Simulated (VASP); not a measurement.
# SrTaN2 (P6_3/mmc) in VASP: a series of runs, part 2 of 2

VASP 6.6.1. The steps go on from the part before.

## Step 3: Single point, r2SCAN

This run uses another cell than the first one, of 14.85 Å³/atom, 1.130 times its volume.

Input file POSCAR:

```
SrTaN2
1.0
    3.1297614562      0.0000000000      0.0000000000
   -1.5648807281      2.7104529288      0.0000000000
    0.0000000000      0.0000000000     14.0073239996
Sr Ta N
2 2 4
Direct
    0.3333333333      0.6666666667      0.7500000000
    0.6666666667      0.3333333333      0.2500000000
    0.0000000000      0.0000000000      0.5000000000
    0.0000000000      0.0000000000      0.0000000000
    0.3333333333      0.6666666667      0.4140000000
    0.6666666667      0.3333333333      0.9140000000
    0.6666666667      0.3333333333      0.5860000000
    0.3333333333      0.6666666667      0.0860000000
```

Input file INCAR.step1:

```
SYSTEM = SrTaN2
ALGO = Normal ; EDIFF = 1E-4
ENCUT = 520 ; GGA = PE
ISMEAR = 0 ; LASPH = .TRUE.
LCHARG = .FALSE. ; LREAL = .FALSE.
LWAVE = .TRUE. ; NBANDS = 41
NELM = 60 ; PREC = Accurate
SIGMA = 0.1
```

Input file INCAR.step2:

```
SYSTEM = SrTaN2
ALGO = Normal ; EDIFF = 1E-6
ENCUT = 520 ; ISIF = 2
ISMEAR = 0 ; ISTART = 1
LASPH = .TRUE. ; LCHARG = .TRUE.
LELF = .TRUE. ; LMIXTAU = .TRUE.
LREAL = .FALSE. ; LVHAR = .TRUE.
LWAVE = .FALSE. ; METAGGA = R2SCAN
NBANDS = 41 ; NELM = 60
PREC = Accurate ; SIGMA = 0.1
```

Input file KPOINTS:

```
k-points
0
G
  6 6 2
  0 0 0
```

Potentials or basis: VASP PAW PBE potentials, release 64 (Sr_sv, Ta_pv, N).

Started as:

```console
$ cat potpaw_PBE.64/Sr_sv/POTCAR potpaw_PBE.64/Ta_pv/POTCAR potpaw_PBE.64/N/POTCAR > POTCAR
$ cp INCAR.step1 INCAR
$ mpirun -np 1 vasp_std > vasp.out
$ cp INCAR.step2 INCAR
$ mpirun -np 1 vasp_std > vasp.out
```

OUTCAR:

```text
SYSTEM = SrTaN2
   EDIFF = 1E-6
   ENCUT = 520
   ISIF = 2
   ISMEAR = 0
   ISTART = 1
   LASPH = .TRUE.
   LREAL = .FALSE.
   METAGGA = R2SCAN
   NELM = 60
   PREC = Accurate

 ion  position               nearest neighbor table
   1  0.333  0.667  0.750-   6 2.92   7 2.92   6 2.92   7 2.92   6 2.92   7 2.92   3 3.94   4 3.94
                             3 3.94   4 3.94   3 3.94   4 3.94
   2  0.667  0.333  0.250-   5 2.92   8 2.92   5 2.92   8 2.92   5 2.92   8 2.92   3 3.94   4 3.94
                             3 3.94   4 3.94   3 3.94   4 3.94
   3  0.000  0.000  0.500-   5 2.17   7 2.17   5 2.17   7 2.17   7 2.17   5 2.17   1 3.94   2 3.94
                             1 3.94   2 3.94   1 3.94   2 3.94
   4  0.000  0.000  0.000-   6 2.17   8 2.17   8 2.17   6 2.17   6 2.17   8 2.17   1 3.94   2 3.94
                             1 3.94   2 3.94   1 3.94   2 3.94
   5  0.333  0.667  0.414-   3 2.17   3 2.17   3 2.17   2 2.92   2 2.92   2 2.92
   6  0.667  0.333  0.914-   4 2.17   4 2.17   4 2.17   1 2.92   1 2.92   1 2.92
   7  0.667  0.333  0.586-   3 2.17   3 2.17   3 2.17   1 2.92   1 2.92   1 2.92
   8  0.333  0.667  0.086-   4 2.17   4 2.17   4 2.17   2 2.92   2 2.92   2 2.92

  LATTYP: Found a hexagonal cell.
 ALAT       =     3.1297614562
 C/A-ratio  =     4.4755244755

[... 194 lines left out ...]
      2     -32.0984      2.00000
      3     -31.4489      2.00000
      4     -31.4472      2.00000
      5     -31.2224      2.00000
      6     -31.2224      2.00000
[... 605 lines left out ...]
     40       9.1653      0.00000
     41       9.7397      0.00000

------------------------ aborting loop because EDIFF is reached ----------------------------------------

  FORCE on cell =-STRESS in cart. coord.  units (eV):
  Direction    XX          YY          ZZ          XY          YZ          ZX
  --------------------------------------------------------------------------------------
  -------------------------------------------------------------------------------------
  Total        3.5825998      3.5825998    -26.7340061      0.0000000      0.0000000      0.0000000
  in kB       48.3059472     48.3059471   -360.4676901      0.0000000      0.0000000      0.0000000
  external PRESSURE =     -87.9519319 kB  Pullay stress =       0.0000000 kB

 VOLUME and BASIS-vectors are now :
 -----------------------------------------------------------------------------
  energy-cutoff  :      520.00
  volume of cell :      118.83
      direct lattice vectors                 reciprocal lattice vectors
     3.129761456  0.000000000  0.000000000     0.319513169  0.184471014  0.000000000
    -1.564880728  2.710452929  0.000000000     0.000000000  0.368942028  0.000000000
     0.000000000  0.000000000 14.007324000     0.000000000  0.000000000  0.071391224

 POSITION                                       TOTAL-FORCE (eV/Angst)
 -----------------------------------------------------------------------------------
     -0.00000      1.80697     10.50549         0.000000     -0.000000      0.000000
      1.56488      0.90348      3.50183        -0.000000      0.000000      0.000000
      0.00000      0.00000      7.00366        -0.000000     -0.000000      0.000000
      0.00000      0.00000      0.00000        -0.000000     -0.000000      0.000000
     -0.00000      1.80697      5.79903         0.000000     -0.000000      0.397685
      1.56488      0.90348     12.80269        -0.000000      0.000000      0.397685
      1.56488      0.90348      8.20829         0.000000     -0.000000     -0.397685
     -0.00000      1.80697      1.20463        -0.000000     -0.000000     -0.397685
 -----------------------------------------------------------------------------------
    total drift:                               -0.000000      0.000000     -0.000000

  FREE ENERGIE OF THE ION-ELECTRON SYSTEM (eV)
  ---------------------------------------------------
  free  energy   TOTEN  =      -170.7884845775 eV

  energy  without entropy=     -170.7685461908  energy(sigma->0) =     -170.77851538
```

Wall time 3 min (1 thread of Intel Xeon Platinum 8488C (Sapphire Rapids), shared host); peak memory 0.28 GiB.

Results:

| Item | Value |
| --- | --- |
| Free energy | -170.7885 eV |
| Pressure | -8.8 GPa |
| Largest force | 0.398 eV/Å |
| Band gap on the k mesh | zero (band 31 reaches 7.20 eV, above the bottom of band 32 at 4.76 eV) |

Forces in eV/Å, atoms in the order of the input:
```
Sr   0.000  0.000  0.000
Sr   0.000  0.000  0.000
Ta   0.000  0.000  0.000
Ta   0.000  0.000  0.000
N    0.000  0.000  0.398
N    0.000  0.000  0.398
N    0.000  0.000 -0.398
N    0.000  0.000 -0.398
```

Stress tensor (GPa, compression positive):
```
  4.83   0.00   0.00
  0.00   4.83   0.00
  0.00   0.00 -36.05
```

Caveat: the k points lie up to 0.39 Å⁻¹ apart; the PAW data sets were made with another functional, which shifts forces and pressure a little; spin-orbit coupling is left out, which moves the levels of the heavy elements.
